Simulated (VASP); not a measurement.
A run of VASP 6.6.1 is set up as follows.

The input INCAR:

```
  PREC = Accurate
  ENCUT = 520
  EDIFF = 1E-6
  ISMEAR = -1
  SIGMA = 0.01
  LREAL = Auto
  LASPH = True
  NELM = 100
  ALGO = Normal
  ISIF = 2
  LWAVE = False
  LCHARG = False
  GGA = PE
  NELECT = 114.0
  NBANDS = 90
```

KPOINTS

```
regular mesh
0
Gamma
  3 3 3
```

The input POSCAR:

```
SrLi26H27
1.0
    0.0000000000      6.1102500000      6.1102500000
    6.1102500000      0.0000000000      6.1102500000
    6.1102500000      6.1102500000      0.0000000000
Sr Li H
1 26 27
Direct
    0.0000000000      0.0000000000      0.0000000000
    0.0000000000      0.0000000000      0.3507425249
    0.0000000000      0.0000000000      0.6492574751
    0.0000000000      0.3507425249      0.0000000000
   -0.0037645719      0.3345881906      0.3345881906
    0.0000000000      0.3507425249      0.6492574751
    0.0000000000      0.6492574751      0.0000000000
    0.0000000000      0.6492574751      0.3507425249
    0.0037645719      0.6654118094      0.6654118094
    0.3507425249      0.0000000000      0.0000000000
    0.3345881906     -0.0037645719      0.3345881906
    0.3507425249      0.0000000000      0.6492574751
    0.3345881906      0.3345881906     -0.0037645719
    0.3345881906      0.3345881906      0.3345881906
    0.3360857136      0.3360857136      0.6639142864
    0.3507425249      0.6492574751      0.0000000000
    0.3360857136      0.6639142864      0.3360857136
    0.3360857136      0.6639142864      0.6639142864
    0.6492574751      0.0000000000      0.0000000000
    0.6492574751      0.0000000000      0.3507425249
    0.6654118094      0.0037645719      0.6654118094
    0.6492574751      0.3507425249      0.0000000000
    0.6639142864      0.3360857136      0.3360857136
    0.6639142864      0.3360857136      0.6639142864
    0.6654118094      0.6654118094      0.0037645719
    0.6639142864      0.6639142864      0.3360857136
    0.6654118094      0.6654118094      0.6654118094
    0.1645434038      0.1645434038      0.1645434038
    0.1645434038      0.1645434038      0.5063697885
    0.1863769599      0.1863769599      0.8136230401
    0.1645434038      0.5063697885      0.1645434038
    0.1674097114      0.5000000000      0.5000000000
    0.1674097114      0.5000000000      0.8325902886
    0.1863769599      0.8136230401      0.1863769599
    0.1674097114      0.8325902886      0.5000000000
    0.1863769599      0.8136230401      0.8136230401
    0.5063697885      0.1645434038      0.1645434038
    0.5000000000      0.1674097114      0.5000000000
    0.5000000000      0.1674097114      0.8325902886
    0.5000000000      0.5000000000      0.1674097114
    0.5000000000      0.5000000000      0.5000000000
    0.5000000000      0.5000000000      0.8325902886
    0.5000000000      0.8325902886      0.1674097114
    0.5000000000      0.8325902886      0.5000000000
    0.4936302115      0.8354565962      0.8354565962
    0.8136230401      0.1863769599      0.1863769599
    0.8325902886      0.1674097114      0.5000000000
    0.8136230401      0.1863769599      0.8136230401
    0.8325902886      0.5000000000      0.1674097114
    0.8325902886      0.5000000000      0.5000000000
    0.8354565962      0.4936302115      0.8354565962
    0.8136230401      0.8136230401      0.1863769599
    0.8354565962      0.8354565962      0.4936302115
    0.8354565962      0.8354565962      0.8354565962
```

Potentials or basis: VASP PAW PBE potentials, release 64 (Sr_sv, Li_sv, H).

Launch:

```console
$ cat potpaw_PBE.64/Sr_sv/POTCAR potpaw_PBE.64/Li_sv/POTCAR potpaw_PBE.64/H/POTCAR > POTCAR
$ mpirun -np 1 vasp_std > vasp.out
```

Task: What does it give for the largest force?

Result: 0.032 eV/Å.

Forces on the atoms (eV/Å):
```
Sr   0.000  0.000  0.000
Li  -0.016 -0.016  0.000
Li   0.016  0.016  0.000
Li  -0.016  0.000 -0.016
Li   0.003 -0.003 -0.003
Li   0.000  0.016 -0.016
Li   0.016  0.000  0.016
Li   0.000 -0.016  0.016
Li  -0.003  0.003  0.003
Li   0.000 -0.016 -0.016
Li  -0.003  0.003 -0.003
Li   0.016  0.000 -0.016
Li  -0.003 -0.003  0.003
Li   0.003  0.003  0.003
Li   0.000  0.000  0.004
Li   0.016 -0.016  0.000
Li   0.000  0.004  0.000
Li  -0.004  0.000  0.000
Li   0.000  0.016  0.016
Li  -0.016  0.000  0.016
Li   0.003 -0.003  0.003
Li  -0.016  0.016  0.000
Li   0.004  0.000  0.000
Li   0.000 -0.004  0.000
Li   0.003  0.003 -0.003
Li   0.000  0.000 -0.004
Li  -0.003 -0.003 -0.003
H    0.008  0.008  0.008
H   -0.008 -0.008  0.008
H    0.000  0.000  0.012
H   -0.008  0.008 -0.008
H    0.000 -0.022 -0.022
H    0.022  0.000 -0.022
H    0.000  0.012  0.000
H    0.022 -0.022  0.000
H   -0.012  0.000  0.000
H    0.008 -0.008 -0.008
H   -0.022  0.000 -0.022
H    0.000  0.022 -0.022
H   -0.022 -0.022  0.000
H    0.000  0.000  0.000
H    0.022  0.022  0.000
H    0.000 -0.022  0.022
H    0.022  0.000  0.022
H   -0.008  0.008  0.008
H    0.012  0.000  0.000
H   -0.022  0.022  0.000
H    0.000 -0.012  0.000
H   -0.022  0.000  0.022
H    0.000  0.022  0.022
H    0.008 -0.008  0.008
H    0.000  0.000 -0.012
H    0.008  0.008 -0.008
H   -0.008 -0.008 -0.008
```

Caveat: the cell carries a net charge on a neutralising background, which shifts energy and pressure.
